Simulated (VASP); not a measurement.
# KBr (R3m) in VASP: vibrations by perturbation theory with PBE

Aim: the vibrations by perturbation theory of KBr with PBE.

Everything below comes from runs of VASP 6.6.1. Logs are shortened: lines on timing, memory, paths and dates and some standing lists are left out, and cuts for length are marked.

### Step 1. The cell of the first run

The typed cell holds 2 atoms: a = 5.264 Å, b = 5.264 Å, c = 5.264 Å, α = 59.97°, β = 59.97°, γ = 59.97°.

### Step 2. Vibrations by perturbation theory, PBE

Contents of INCAR:

```
SYSTEM = KBr
  PREC = Accurate
  ENCUT = 520
  EDIFF = 1E-8
  ISMEAR = 0
  SIGMA = 0.01
  LREAL = .FALSE.
  LASPH = .TRUE.
  NELM = 100
  ALGO = Normal
  ISIF = 2
  LWAVE = .FALSE.
  LCHARG = .FALSE.
  GGA = PE
  IBRION = 8
  NSW = 1
  LEPSILON = .TRUE.
```

Contents of KPOINTS:

```
Automatic mesh
0
G
  6 6 6
  0 0 0
```

Contents of POSCAR:

```
KBr
1.0
    2.6310821564      1.5190559912      4.2992325134
   -2.6310821564      1.5190559912      4.2992325134
    0.0000000000     -3.0381119825      4.2992325134
K Br
1 1
Direct
    0.2493407713      0.2493407713      0.2493407713
   -0.0005841513     -0.0005841513     -0.0005841513
```

Potentials or basis: VASP PAW PBE potentials, release 64 (K_sv, Br).

Started as:

```bash
cat potpaw_PBE.64/K_sv/POTCAR potpaw_PBE.64/Br/POTCAR > POTCAR
mpirun -np 1 vasp_std > vasp.out
```

OUTCAR:

```text
SYSTEM = KBr
   PREC = Accurate
   ENCUT = 520
   EDIFF = 1E-8
   ISMEAR = 0
   LREAL = .FALSE.
   LASPH = .TRUE.
   NELM = 100
   ISIF = 2
   GGA = PE
   IBRION = 8
   NSW = 1
   LEPSILON = .TRUE.

 ion  position               nearest neighbor table
   1  0.249  0.249  0.249-   2 3.22   2 3.22   2 3.22   2 3.22
   2  0.999  0.999  0.999-   1 3.22   1 3.22   1 3.22   1 3.22

  LATTYP: Found a trigonal (rhomboedric) cell.
 ALAT       =     5.2643636484
 COS(alpha) =     0.5004176908

  Lattice vectors:

 A1 = (   2.6310821564,   1.5190559912,   4.2992325134)
 A2 = (  -2.6310821564,   1.5190559912,   4.2992325134)
 A3 = (   0.0000000000,  -3.0381119825,   4.2992325134)

Analysis of symmetry for initial positions (statically):
=====================================================================
 Subroutine PRICEL returns:
 Original cell was already a primitive cell.

 Routine SETGRP: Setting up the symmetry group for a
 trigonal (rhombohedral) supercell.

 Subroutine GETGRP returns: Found  6 space group operations
 (whereof  6 operations were pure point group operations)
 out of a pool of 12 trial point group operations.

The static configuration has the point symmetry C_3v.

Analysis of symmetry for dynamics (positions and initial velocities):
=====================================================================
 Subroutine PRICEL returns:
 Original cell was already a primitive cell.

 Routine SETGRP: Setting up the symmetry group for a
 trigonal (rhombohedral) supercell.

 Subroutine GETGRP returns: Found  6 space group operations
 (whereof  6 operations were pure point group operations)
 out of a pool of 12 trial point group operations.

The dynamic configuration has the point symmetry C_3v.

 Subroutine INISYM returns: Found  6 space group operations
 (whereof  6 operations are pure point group operations),
 and found     1 'primitive' translations

----------------------------------------------------------------------------------------

                                     Primitive cell

  volume of cell :     103.0980

  direct lattice vectors                    reciprocal lattice vectors
     2.631082156  1.519055991  4.299232513     0.190035875  0.109717264  0.077533218
    -2.631082156  1.519055991  4.299232513    -0.190035875  0.109717264  0.077533218
     0.000000000 -3.038111982  4.299232513     0.000000000 -0.219434527  0.077533218

  length of vectors
     5.264363648  5.264363648  5.264363648     0.232729267  0.232729267  0.232729267

  position of ions in fractional coordinates (direct lattice)
     0.249340771  0.249340771  0.249340771
     0.999415849  0.999415849  0.999415849

  ion indices of the primitive-cell ions
   primitive index   ion index
                 1           1
                 2           2

----------------------------------------------------------------------------------------

 KPOINTS: Automatic mesh

Automatic generation of k-mesh.
 Grid dimensions read from file:
 generate k-points for:    6    6    6

 Generating k-lattice:

  Cartesian coordinates                     Fractional coordinates (reciprocal lattice)
     0.031672646  0.018286211  0.012922203     0.166666667 -0.000000000  0.000000000
    -0.031672646  0.018286211  0.012922203    -0.000000000  0.166666667  0.000000000
     0.000000000 -0.036572421  0.012922203     0.000000000  0.000000000  0.166666667

  Length of vectors
     0.038788211  0.038788211  0.038788211

  Shift w.r.t. Gamma in fractional coordinates (k-lattice)
     0.000000000  0.000000000  0.000000000

 Subroutine IBZKPT returns following result:
 ===========================================

 Found     32 irreducible k-points:

[... 476 lines left out ...]
      0.00000     -0.00000     12.89016         0.000000     -0.000000      0.000369
 -----------------------------------------------------------------------------------
    total drift:                                0.000000      0.000000      0.000079

  FREE ENERGIE OF THE ION-ELECTRON SYSTEM (eV)
  ---------------------------------------------------
  free  energy   TOTEN  =        -6.0374860872 eV

  energy  without entropy=       -6.0374860872  energy(sigma->0) =       -6.03748609

 HEAD OF MICROSCOPIC STATIC DIELECTRIC TENSOR (INDEPENDENT PARTICLE, excluding Hartree and local field effects)
 ------------------------------------------------------
           2.284698     0.000000    -0.000000
           0.000000     2.284698    -0.000000
          -0.000000    -0.000000     2.284855
 ------------------------------------------------------

 Free energy of the ion-electron system (eV)
  ---------------------------------------------------
  ---------------------------------------------------
  free energy    TOTEN  =        -0.34100064 eV

  energy without entropy =       -0.34100064

------------------------ aborting loop because EDIFF is reached ----------------------------------------

--------------------------------------- Ionic step        2  -------------------------------------------

------------------------ aborting loop because EDIFF is reached ----------------------------------------

--------------------------------------- Ionic step        3  -------------------------------------------

------------------------ aborting loop because EDIFF is reached ----------------------------------------

 PIEZOELECTRIC TENSOR FIELD DIRECTION 3  (e Angst)
 -----------------------------------------------------------------------------
    -0.32220  0.00000  0.00000           (  0.01335  0.00000  0.00000)
     0.00000 -0.32220 -0.00000           (  0.00000  0.01335  0.00000)
     0.00000 -0.00000  0.64367           (  0.00000  0.00000 -0.02675)

 PIEZOELECTRIC TENSOR FIELD DIRECTION 3  (C/m^2)
 -----------------------------------------------------------------------------
    -0.05007  0.00000  0.00000
     0.00000 -0.05007 -0.00000
     0.00000 -0.00000  0.10003

--------------------------------------- Ionic step        4  -------------------------------------------

------------------------ aborting loop because EDIFF is reached ----------------------------------------

[... ionic steps 5 to 5 ...]

--------------------------------------- Ionic step        6  -------------------------------------------

------------------------ aborting loop because EDIFF is reached ----------------------------------------

--------------------------------------- Ionic step        7  -------------------------------------------

------------------------ aborting loop because EDIFF is reached ----------------------------------------

[... ionic steps 8 to 8 ...]

--------------------------------------- Ionic step        9  -------------------------------------------

 Free energy of the ion-electron system (eV)
  ---------------------------------------------------
  ---------------------------------------------------
  free energy    TOTEN  =        -0.14842064 eV

  energy without entropy =       -0.14842064

------------------------ aborting loop because EDIFF is reached ----------------------------------------

 INTERNAL STRAIN TENSOR  FOR ION    2  DIRECTION 3   (eV/Angst):
 -----------------------------------------------------------------------------
    -1.19465 -0.00000 -0.00000
     0.00000 -1.19465 -0.00000
     0.00000 -0.00000  2.39489

 MACROSCOPIC STATIC DIELECTRIC TENSOR (including local field effects in DFT)
 ------------------------------------------------------
           2.027520     0.000000     0.000000
           0.000000     2.027520    -0.000000
           0.000000    -0.000000     2.027533
 ------------------------------------------------------

 PIEZOELECTRIC TENSOR (including local field effects)  for field in x, y, z        (e  Angst)
          XX          YY          ZZ          XY          YZ          ZX
  --------------------------------------------------------------------------------
  x     0.00000     0.00000     0.00000    -0.45426     0.00000    -0.32031
  y    -0.45426     0.45426    -0.00000     0.00000    -0.32031     0.00000
  z    -0.32220    -0.32220     0.64367     0.00000    -0.00000     0.00000

 PIEZOELECTRIC TENSOR (including local field effects)  for field in x, y, z        (C/m^2)
          XX          YY          ZZ          XY          YZ          ZX
  --------------------------------------------------------------------------------
  x     0.00000     0.00000     0.00000    -0.07059     0.00000    -0.04978
  y    -0.07059     0.07059    -0.00000     0.00000    -0.04978     0.00000
  z    -0.05007    -0.05007     0.10003     0.00000    -0.00000     0.00000

 BORN EFFECTIVE CHARGES (including local field effects) (in |e|, cummulative output)
 ---------------------------------------------------------------------------------
 ion    1
    1     1.03969     0.00000     0.00000
    2     0.00000     1.03969    -0.00000
    3     0.00000    -0.00000     1.04023
 ion    2
    1    -1.03969     0.00000     0.00000
    2     0.00000    -1.03969     0.00000
    3     0.00000     0.00000    -1.04023

 INTERNAL STRAIN TENSOR FOR ION    2 for displacements in x,y,z  (eV/Angst):
          X           Y           Z          XY          YZ          ZX
  --------------------------------------------------------------------------------
  x     0.00000     0.00000     0.00000    -1.69246     0.00000    -1.19579
  y    -1.69246     1.69246    -0.00000     0.00000    -1.20139     0.00000
  z    -1.19465    -1.19465     2.39489     0.00000    -0.00000     0.00000

 SECOND DERIVATIVES (NOT SYMMETRIZED)
 ------------------------------------
               1X          1Y          1Z          2X          2Y          2Z
  1X    -1.237770   -0.000000    0.000000    1.237770    0.000000    0.000000
  1Y     0.000000   -1.237770    0.000000   -0.000000    1.237770   -0.000000
  1Z     0.000000    0.000000   -1.238204    0.000000   -0.000000    1.238204
  2X     1.247316   -0.000000    0.000000   -1.247316    0.000000   -0.000000
  2Y     0.000000    1.247316   -0.000000    0.000000   -1.247316    0.000000
  2Z     0.000000   -0.000000    1.242219    0.000000    0.000000   -1.242219

 Eigenvectors and eigenvalues of the dynamical matrix
 ----------------------------------------------------

   1 f  =    3.398885 THz    21.355826 2PiTHz  113.374607 cm-1    14.056653 meV
             X         Y         Z           dx          dy          dz
      0.000000 -0.000000  3.215922     0.818384    0.000000   -0.000000
      0.000000 -0.000000 12.890163    -0.574671   -0.000000   -0.000000
[... 21 lines left out ...]
   6 f/i=    0.006140 THz     0.038581 2PiTHz    0.204822 cm-1     0.025395 meV
             X         Y         Z           dx          dy          dz
      0.000000 -0.000000  3.215922    -0.040303    0.573256    0.000000
      0.000000 -0.000000 12.890163    -0.057395    0.816369    0.000000

--------------------------------------------------------------------------------------------------------

 MACROSCOPIC STATIC DIELECTRIC TENSOR IONIC CONTRIBUTION
 ------------------------------------------------------
           1.526881    -0.000000    -0.000000
          -0.000000     1.526881    -0.000000
          -0.000000    -0.000000     1.531362
 ------------------------------------------------------

 ELASTIC MODULI CONTR FROM IONIC RELAXATION (kBar)
 Direction    XX          YY          ZZ          XY          YZ          ZX
 --------------------------------------------------------------------------------
 XX         -53.3321     17.7033     35.4707      0.0000    -25.0649      0.0000
 YY          17.7033    -53.3321     35.4707     -0.0000     25.0649     -0.0000
 ZZ          35.4707     35.4707    -70.6265      0.0000      0.0000      0.0000
 XY           0.0000     -0.0000      0.0000    -35.5177      0.0000    -25.3834
 YZ         -25.0649     25.0649      0.0000      0.0000    -17.6883      0.0000
 ZX           0.0000     -0.0000      0.0000    -25.3834      0.0000    -18.1407
 --------------------------------------------------------------------------------

 PIEZOELECTRIC TENSOR IONIC CONTR  for field in x, y, z        (C/m^2)
          XX          YY          ZZ          XY          YZ          ZX
  --------------------------------------------------------------------------------
  x    -0.00000     0.00000    -0.00000     0.21913    -0.00000     0.15660
  y     0.21913    -0.21913     0.00000    -0.00000     0.15464    -0.00000
  z     0.15542     0.15542    -0.30945    -0.00000     0.00000    -0.00000
```

Run time: 11 min. Hardware: 1 thread of Intel Xeon 6975P-C (Granite Rapids), shared host; peak memory 0.61 GiB.

Results:

```yaml
Electronic_dielectric_tensor_diagonal: 2.03
Born_charges_mean_of_the_diagonal: K +1.04; Br -1.04 e
Highest_phonon_frequency_at_Γ_LO-TO_splitting_left_out: 113 cm⁻¹
```

Phonon frequencies in cm⁻¹ (negative: imaginary):
```tsv
q point	frequencies
(0.000, 0.000, 0.000)	0 0 0 113 113 113
```

Electronic dielectric tensor:
```
2.03 0.00 0.00
0.00 2.03 0.00
0.00 0.00 2.03
```

Born effective charge tensors (e):
atom 1, K
```
1.04 0.00 0.00
0.00 1.04 0.00
0.00 0.00 1.04
```
atom 2, Br
```
-1.04  0.00  0.00
 0.00 -1.04  0.00
 0.00  0.00 -1.04
```
